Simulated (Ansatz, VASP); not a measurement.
Si5Ge: VASP beside Ansatz

```
Si Ge
1.0
     2.82119    0.00000    0.00000
     0.00000    3.98976    0.00000
     0.00000    0.00000    8.46356
Si Ge
5 1
Direct
  0.00000 0.00000 0.83333
  0.50000 0.50000 0.00000
  0.00000 0.00000 0.16667
  0.50000 0.50000 0.33333
  0.50000 0.50000 0.66667
  0.00000 0.00000 0.50000
```

Alike in both runs: task single point; functional PBE; k mesh 6 × 4 × 2; occupations gaussian, width 0.1 eV; no spin polarisation.

|  | VASP | Ansatz |
| --- | --- | --- |
| version | VASP 6.6.1 | Ansatz 0.2.0 |
| potentials or method | VASP PAW PBE potentials, release 64 (Si, Ge_d), cutoff 520 eV | scalar-relativistic, plane waves, PAW |
| valence electrons in the cell | 34 | 34 |

Ansatz gave:

* gap on the k mesh at the Fermi level (eV): none
* pressure (GPa): -2.3
* traceless stress, the component that is largest in VASP (GPa): -9.11
* rms of the force components (eV/Å): 0.195

Task: Estimate VASP's values.

Result: gap on the k mesh at the Fermi level (eV): none; pressure (GPa): -2.3; traceless stress, the component that is largest in VASP (GPa): -9.10; rms of the force components (eV/Å): 0.196.

Atom by atom the forces differ by 0.001 eV/Å (rms over components). A gap of «none» marks a metal or a gap that the smearing closes.

The k mesh is coarse, so the values compare programs but aren't converged.
